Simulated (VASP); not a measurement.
Set up this calculation in VASP 6.6.1, as the native input.

* Task: single point
* Functional: PBE
* Potentials or basis: VASP PAW PBE potentials, release 64 (Zr_sv, O)
* Cutoff: 600 eV
* k mesh: 4 × 4 × 4
* Occupations: gaussian, width 0.01 eV
* Spin: no spin polarisation
* Dipole correction: no
* Further INCAR settings: ALGO = Normal; EDIFF = 1e-06; NBANDS = 19

The structure of ZrO2 lies in POSCAR:

```
ZrO2
1.0
    0.0000000000      2.4568939539      2.4568939539
    2.4568939539      0.0000000000      2.4568939539
    2.4568939539      2.4568939539      0.0000000000
Zr O
1 2
Direct
    0.0000000000      0.0000000000      0.0000000000
    0.2500000000      0.2500000000      0.2500000000
    0.7500000000      0.7500000000      0.7500000000
```

This cell differs from its parent crystal: volume changed by -10%.

These files were run (other wordings do the same):

INCAR

```
PREC = Accurate
ENCUT = 600
EDIFF = 1E-6
ISMEAR = 0
SIGMA = 0.01
LREAL = F
LASPH = T
NELM = 120
ALGO = Normal
ISIF = 2
LWAVE = F
LCHARG = T
GGA = PE
LELF = T
LVHAR = T
NBANDS = 19
GGA_COMPAT = F
```

KPOINTS

```
regular mesh
0
Gamma
  4 4 4
```

Potentials or basis: VASP PAW PBE potentials, release 64 (Zr_sv, O).

The run is started by

```bash
$ cat potpaw_PBE.64/Zr_sv/POTCAR potpaw_PBE.64/O/POTCAR > POTCAR
$ mpirun -np 1 vasp_std > vasp.out
```

It gave:

```json
{
  "Pressure": "37.0 GPa",
  "Band gap on the k mesh": "3.63 eV, indirect (least direct gap 4.18 eV)"
}
```

Caveat: the k points lie up to 0.55 Å⁻¹ apart.

Run time: 14 s on 1 thread of Intel Xeon 8259CL, on a shared host, peak memory 0.15 GiB.
